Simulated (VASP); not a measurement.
# Pd (Fm-3m) in VASP: notebook, part 2 of 3

VASP 6.6.1.

### 4 Single point, PBE

INCAR reads:

```
SYSTEM = Pd
PREC     = Accurate       ! precision mode
ENCUT    = 520            ! plane-wave cutoff, eV
EDIFF    = 1E-6           ! SCF threshold, eV
ISMEAR   = 1              ! smearing method
SIGMA    = 0.2            ! smearing width, eV
LREAL    = .False.        ! projectors in reciprocal space
LASPH    = .True.         ! aspherical terms in the spheres
NELM     = 80             ! most SCF steps
ALGO     = Normal         ! electronic algorithm
ISIF     = 2              ! what is computed and relaxed
LWAVE    = .False.        ! write WAVECAR
LCHARG   = .True.         ! write CHGCAR
GGA      = PE             ! functional
LELF     = .True.         ! ELF
LVHAR    = .True.       
NBANDS   = 11             ! bands
```

KPOINTS reads:

```
regular mesh
0
Gamma
  14 14 14
  0 0 0
```

POSCAR reads:

```
Pd
1.0
    0.0000000000      1.9734737307      1.9734737307
    1.9734737307      0.0000000000      1.9734737307
    1.9734737307      1.9734737307      0.0000000000
Pd
1
Direct
    0.0000000000      0.0000000000      0.0000000000
```

Potentials or basis: VASP PAW PBE potentials, release 64 (Pd).

Started as:

```console
$ cat potpaw_PBE.64/Pd/POTCAR > POTCAR
$ mpirun -np 1 vasp_std > vasp.out
```

OUTCAR:

```text
SYSTEM = Pd
   PREC = Accurate
   ENCUT = 520
   EDIFF = 1E-6
   ISMEAR = 1
   LREAL = .False.
   LASPH = .True.
   NELM = 80
   ISIF = 2
   GGA = PE

 ion  position               nearest neighbor table
   1  0.000  0.000  0.000-

  LATTYP: Found a face centered cubic cell.
 ALAT       =     3.9469474614

  Lattice vectors:

 A1 = (   0.0000000000,   1.9734737307,   1.9734737307)
 A2 = (   1.9734737307,   0.0000000000,   1.9734737307)
 A3 = (   1.9734737307,   1.9734737307,   0.0000000000)

Analysis of symmetry for initial positions (statically):
=====================================================================
 Subroutine PRICEL returns:
 Original cell was already a primitive cell.

 Routine SETGRP: Setting up the symmetry group for a
 face centered cubic supercell.

 Subroutine GETGRP returns: Found 48 space group operations
 (whereof 48 operations were pure point group operations)
 out of a pool of 48 trial point group operations.

The static configuration has the point symmetry O_h .

Analysis of symmetry for dynamics (positions and initial velocities):
=====================================================================
 Subroutine PRICEL returns:
 Original cell was already a primitive cell.

 Routine SETGRP: Setting up the symmetry group for a
 face centered cubic supercell.

 Subroutine GETGRP returns: Found 48 space group operations
 (whereof 48 operations were pure point group operations)
 out of a pool of 48 trial point group operations.

The dynamic configuration has the point symmetry O_h .

 Subroutine INISYM returns: Found 48 space group operations
 (whereof 48 operations are pure point group operations),
 and found     1 'primitive' translations

----------------------------------------------------------------------------------------

                                     Primitive cell

  volume of cell :      15.3718

  direct lattice vectors                    reciprocal lattice vectors
     0.000000000  1.973473731  1.973473731    -0.253360352  0.253360352  0.253360352
     1.973473731  0.000000000  1.973473731     0.253360352 -0.253360352  0.253360352
     1.973473731  1.973473731  0.000000000     0.253360352  0.253360352 -0.253360352

  length of vectors
     2.790913315  2.790913315  2.790913315     0.438833003  0.438833003  0.438833003

  position of ions in fractional coordinates (direct lattice)
     0.000000000  0.000000000  0.000000000

  ion indices of the primitive-cell ions
   primitive index   ion index
                 1           1

----------------------------------------------------------------------------------------

 KPOINTS: regular mesh

Automatic generation of k-mesh.
 Grid dimensions read from file:
 generate k-points for:   14   14   14

 Generating k-lattice:

  Cartesian coordinates                     Fractional coordinates (reciprocal lattice)
    -0.018097168  0.018097168  0.018097168     0.071428571  0.000000000  0.000000000
     0.018097168 -0.018097168  0.018097168     0.000000000  0.071428571  0.000000000
     0.018097168  0.018097168 -0.018097168     0.000000000  0.000000000  0.071428571

  Length of vectors
     0.031345215  0.031345215  0.031345215

  Shift w.r.t. Gamma in fractional coordinates (k-lattice)
     0.000000000  0.000000000  0.000000000

 Subroutine IBZKPT returns following result:
 ===========================================

 Found    104 irreducible k-points:

 Following reciprocal coordinates:
            Coordinates               Weight
  0.000000  0.000000  0.000000      1.000000
  0.071429  0.000000  0.000000      8.000000
  0.142857  0.000000  0.000000      8.000000
  0.214286  0.000000  0.000000      8.000000
  0.285714  0.000000  0.000000      8.000000
  0.357143  0.000000  0.000000      8.000000
[... 16 lines left out ...]
  0.214286  0.142857  0.000000     24.000000
  0.285714  0.142857  0.000000     24.000000
 [... further k-points ...]
   k-points           NKPTS =    104   k-points in BZ     NKDIM =    104   number of bands    NBANDS=     11
   number of dos      NEDOS =    301   number of ions     NIONS =      1
   total plane-waves  NPLWV =  13824
   dimension x,y,z NGX =    24 NGY =   24 NGZ =   24
   dimension x,y,z NGXF=    48 NGYF=   48 NGZF=   48
   ions per type =               1
   NGX,Y,Z   is equivalent  to a cutoff of  14.30, 14.30, 14.30 a.u.
   NGXF,Y,Z  is equivalent  to a cutoff of  28.59, 28.59, 28.59 a.u.
 SYSTEM =  Pd
   PREC   = accura    normal or accurate (medium, high low for compatibility)
   ISTART =      0    job   : 0-new  1-cont  2-samecut
   ICHARG =      2    charge: 1-file 2-atom 10-const
   ISPIN  =      1    spin polarized calculation?
   LNONCOLLINEAR =      F non collinear calculations
   LSORBIT =      F    spin-orbit coupling
   LASPH  =      T    aspherical Exc in radial PAW
   ENCUT  =  520.0 eV  38.22 Ry    6.18 a.u.   5.19  5.19  5.19*2*pi/ulx,y,z
   NELM   =     80;   NELMIN=  2; NELMDL= -5     # of ELM steps
   EDIFF  = 0.1E-05   stopping-criterion for ELM
   LREAL  =      F    real-space projection
   EDIFFG = 0.1E-04   stopping-criterion for IOM
   NSW    =      0    number of steps for IOM
   IBRION =     -1    ionic relax: 0-MD 1-quasi-New 2-CG
   NFREE  =      0    steps in history (QN), initial steepest desc. (CG)
   ISIF   =      2    stress and relaxation
   ISYM   =      2    0-nonsym 1-usesym 2-fastsym
   POTIM  = 0.5000    time-step for ionic-motion
   TEBEG  =    0.0;   TEEND  =   0.0 temperature during run
   PSTRESS=    0.0 pullay stress
   NELECT =      10.0000    total number of electrons
   NUPDOWN=      -1.0000    fix difference up-down
   EMIN   =  10.00;   EMAX   =-10.00  energy-range for DOS
   EFERMI =   0.00;   METHOD = LEGACY
   ISMEAR =     1;   SIGMA  =   0.20  broadening in eV -4-tet -1-fermi 0-gaus
   EFERMI_NEDOS =   21; number of points for ismear=-14 and -15
   IALGO  =     38    algorithm
   IMIX   =      4    mixing-type and parameters
     AMIX     =   0.40;   BMIX     =  1.00
     AMIX_MAG =   1.60;   BMIX_MAG =  1.00
  volume/ion in A,a.u.               =      15.37       103.73
  Fermi-wavevector in a.u.,A,eV,Ry     =   1.418514  2.680602 27.377380  2.012181
  Thomas-Fermi vector in A             =   2.539631
   LORBIT       =      0    0 simple, 1 ext, 2 COOP (PROOUT), +10 PAW based schemes
   GGA     = PE    functional components
   LHFCALC =     F    Hartree Fock is set to
   AEXX    =    0.0000 exact exchange contribution
   IVDW    =     0    specifies the selected vdW correction
   LEPSILON=     F    determine dielectric tensor
   LRPA    =     F    only Hartree local field effects (RPA)
 non-spin polarized calculation
 Methfessel and Paxton  Order N= 1 SIGMA  =   0.20
  energy-cutoff  :      520.00
  volume of cell :       15.37
 maximum number of plane-waves:       428
 NGX is ok and might be reduce to    24
   NGX = 11   NGY = 11   NGZ = 11

 number of electron      10.0000000 magnetization

 Free energy of the ion-electron system (eV)
  ---------------------------------------------------
  ext. energy  EPLUGINS =         0.00000000
  ---------------------------------------------------
  free energy    TOTEN  =        -5.20962182 eV

  energy without entropy =       -5.19975267  energy(sigma->0) =       -5.20633210

 E-fermi :   9.1018     XC(G=0): -12.9280

 val. band max:        9.0898181809   @ k =  -0.4286   0.3571   0.0000
 cond. band min:       9.1052642091   @ k =   0.5000   0.1429   0.0000
 fundamental gap:      0.0154460282
 Fermi energy:         9.1017577868

 k-point     1 :       0.0000    0.0000    0.0000
  band No.  band energies     occupation
      1       2.2773      2.00000
      2       6.4474      2.00000
      3       6.4474      2.00000
      4       6.4474      2.00000
      5       7.9527      2.00000
      6       7.9527      2.00000
      7      26.2657      0.00000
      8      30.8084      0.00000
      9      30.8084      0.00000
     10      30.8084      0.00000
     11      35.4295      0.00000
[... 309 lines left out ...]
 k-point    24 :       0.2857    0.1429    0.0000
  band No.  band energies     occupation
      1       4.3207      2.00000
      2       5.7333      2.00000
      3       6.7355      2.00000
      4       7.1267      2.00000
      5       8.1061      2.00000
      6       8.4861      2.00012
      7      24.1172      0.00000
      8      27.5090      0.00000
      9      28.4509      0.00000
     10      30.4063      0.00000
     11      34.5913      0.00000

 [... further k-points ...]

------------------------ aborting loop because EDIFF is reached ----------------------------------------

  FORCE on cell =-STRESS in cart. coord.  units (eV):
  Direction    XX          YY          ZZ          XY          YZ          ZX
  --------------------------------------------------------------------------------------
  -------------------------------------------------------------------------------------
  Total       -0.0601519     -0.0601519     -0.0601519      0.0000000     -0.0000000     -0.0000000
  in kB       -6.2695392     -6.2695392     -6.2695392      0.0000000     -0.0000000     -0.0000000
  external PRESSURE =      -6.2695392 kB  Pullay stress =       0.0000000 kB

 VOLUME and BASIS-vectors are now :
 -----------------------------------------------------------------------------
  energy-cutoff  :      520.00
  volume of cell :       15.37
      direct lattice vectors                 reciprocal lattice vectors
     0.000000000  1.973473731  1.973473731    -0.253360352  0.253360352  0.253360352
     1.973473731  0.000000000  1.973473731     0.253360352 -0.253360352  0.253360352
     1.973473731  1.973473731  0.000000000     0.253360352  0.253360352 -0.253360352

 POSITION                                       TOTAL-FORCE (eV/Angst)
 -----------------------------------------------------------------------------------
      0.00000      0.00000      0.00000        -0.000000     -0.000000     -0.000000
 -----------------------------------------------------------------------------------
    total drift:                               -0.000000      0.000000     -0.000000

  FREE ENERGIE OF THE ION-ELECTRON SYSTEM (eV)
  ---------------------------------------------------
  free  energy   TOTEN  =        -5.2096218190 eV

  energy  without entropy=       -5.1997526654  energy(sigma->0) =       -5.20633210
```

It took 12 s on 1 thread of Intel Xeon 6975P-C, shared host; peak memory 0.15 GiB.

Results:

| Item | Value |
| --- | --- |
| Free energy | -5.2096 eV |
| Pressure | -0.6 GPa |
| Band gap on the k mesh | zero (band 5 reaches 9.37 eV, above the bottom of band 6 at 7.89 eV) |

Levels at points of the mesh, in eV from the Fermi level:
| k point | band 2 | band 3 | band 4 | band 5 | band 6 | band 7 | band 8 | band 9 |
| --- | --- | --- | --- | --- | --- | --- | --- | --- |
| (0.00, 0.00, 0.00) | -2.65 | -2.65 | -2.65 | -1.15 | -1.15 | 17.16 | 21.71 | 21.71 |
| (0.50, 0.00, 0.00) | -2.70 | -2.70 | -0.03 | -0.03 | 1.11 | 7.00 | 16.51 | 20.70 |
| (0.50, 0.50, 0.00) | -4.78 | -0.05 | 0.27 | 0.27 | 3.35 | 10.35 | 12.98 | 12.98 |

(Continued in part 3 of 3.)
